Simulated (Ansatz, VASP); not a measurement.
## Two plane-wave programs on Pt

Contents of INCAR:

```
SYSTEM = Pt
PREC = Accurate ; ENCUT = 570
EDIFF = 1E-6 ; ISMEAR = 0
SIGMA = 0.15 ; LREAL = .FALSE.
LASPH = .TRUE. ; NELM = 120
ALGO = Normal ; ISIF = 2
LWAVE = .FALSE. ; LCHARG = .TRUE.
LELF = .TRUE. ; LVHAR = .TRUE.
NBANDS = 25 ; GGA_COMPAT = .FALSE.
```

File KPOINTS:

```
Automatic mesh
0
G
  18 18 10
  0 0 0
```

File POSCAR:

```
Pt
1.0
    2.7758989228      0.0000000000      0.0000000000
   -1.3879494614      2.4039989855      0.0000000000
    0.0000000000      0.0000000000      4.7943324333
Pt
2
Direct
    0.6666666667      0.3333333333      0.7500000000
    0.3333333333      0.6666666667      0.2500000000
```

Input for Ansatz:

```yaml
crystal:
  lattice:
    - [2.7758989228, 0.0, 0.0]
    - [-1.3879494614, 2.4039989855, 0.0]
    - [0.0, 0.0, 4.7943324333]
  atoms:
    - { symbol: Pt, position: [0.6666666667, 0.3333333333, 0.75] }
    - { symbol: Pt, position: [0.3333333333, 0.6666666667, 0.25] }
basis:
  ecutwfc: 420
kpoints:
  mp_grid: { grid: [18, 18, 10] }
hamiltonian:
  xc: lda
scf:
  occupations: { method: gaussian, width: 0.15 }
output:
  forces: true
  stress: true
  eigenvalues: true
  write_density: true
  write_potential: true
  elf: true
  volumetric_format: npy
```

Change from the starting cell: mode 1 frozen in at +0.000 Å, equal normal strain along x, y and z +0.0250.

Alike in both runs: task single point; functional LDA; k mesh 18 × 18 × 10; occupations gaussian, width 0.15 eV; no spin polarisation.

|  | VASP | Ansatz |
| --- | --- | --- |
| version | VASP 6.6.1 | Ansatz 0.2.0 |
| potentials or method | VASP PAW LDA potentials, release 64 (Pt_sv_GW), cutoff 570 eV | scalar-relativistic, plane waves, PAW |
| valence electrons in the cell | 36 | 36 |

|  | VASP | Ansatz | Ansatz less VASP |
| --- | --- | --- | --- |
| gap on the k mesh at the Fermi level (eV) | none | none | - |
| pressure (GPa) | -18.6 | -18.2 | +0.39 |
| traceless stress, the component that is largest in VASP (GPa) | 0.98 | 1.23 | +0.248 |

LDA's correlation is that of Perdew and Zunger in VASP and of Perdew and Wang (1992) in Ansatz. A gap of «none» marks a metal or a gap that the smearing closes.

Neither program's run includes spin-orbit coupling.
